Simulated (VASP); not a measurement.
A run of VASP 6.6.1 is set up as follows.

Contents of INCAR:

```
ALGO = Normal ; EDIFF = 1E-6
ENCUT = 520 ; GGA = PS
ISIF = 2 ; ISMEAR = -1
LASPH = True ; LCHARG = True
LELF = True ; LREAL = False
LVHAR = True ; LWAVE = False
NBANDS = 56 ; NELM = 100
PREC = Accurate ; SIGMA = 0.05
```

The input KPOINTS:

```
k-points
0
Gamma
  5 5 5
```

Contents of POSCAR:

```
HfO2
1.0
    5.0488293586      0.0000000000      0.0000000000
    0.0000000000      5.1156143815      0.0000000000
   -0.8470580823      0.0000000000      5.1434008384
Hf O
4 8
Direct
    0.2755000000      0.4603000000      0.7080000000
    0.7245000000      0.9603000000      0.7920000000
    0.7245000000      0.5397000000      0.2920000000
    0.2755000000      0.0397000000      0.2080000000
    0.0742000000      0.1684000000      0.8467000000
    0.9258000000      0.6684000000      0.6533000000
    0.9258000000      0.8316000000      0.1533000000
    0.0742000000      0.3316000000      0.3467000000
    0.4487000000      0.7419000000      0.9801000000
    0.5513000000      0.2419000000      0.5199000000
    0.5513000000      0.2581000000      0.0199000000
    0.4487000000      0.7581000000      0.4801000000
```

Potentials or basis: VASP PAW PBE potentials, release 64 (Hf_pv, O).

The run is started by

```bash
$ cat potpaw_PBE.64/Hf_pv/POTCAR potpaw_PBE.64/O/POTCAR > POTCAR
$ mpirun -np 1 vasp_std > vasp.out
```

Q: What does it give for the band gap on the k mesh?

A: 4.20 eV (least direct gap 4.26 eV).

Q: What does it give for the pressure?

A: 6.0 GPa.

Q: What does it give for the largest force?

A: 0.547 eV/Å.

Forces in eV/Å, atoms in the order of the input:
```
Hf   0.406  0.038  0.123
Hf  -0.406  0.038 -0.123
Hf  -0.406 -0.038 -0.123
Hf   0.406 -0.038  0.123
O   -0.463 -0.224 -0.184
O    0.463 -0.224  0.184
O    0.463  0.224  0.184
O   -0.463  0.224 -0.184
O   -0.189  0.051 -0.031
O    0.189  0.051  0.031
O    0.189 -0.051  0.031
O   -0.189 -0.051 -0.031
```

Caveat: the cell stands under pressure; the PAW data sets were made with another functional, which shifts forces and pressure a little; spin-orbit coupling is left out, which moves the levels of the heavy elements; an odd mesh through Γ misses points on the zone boundary, where band edges can lie.
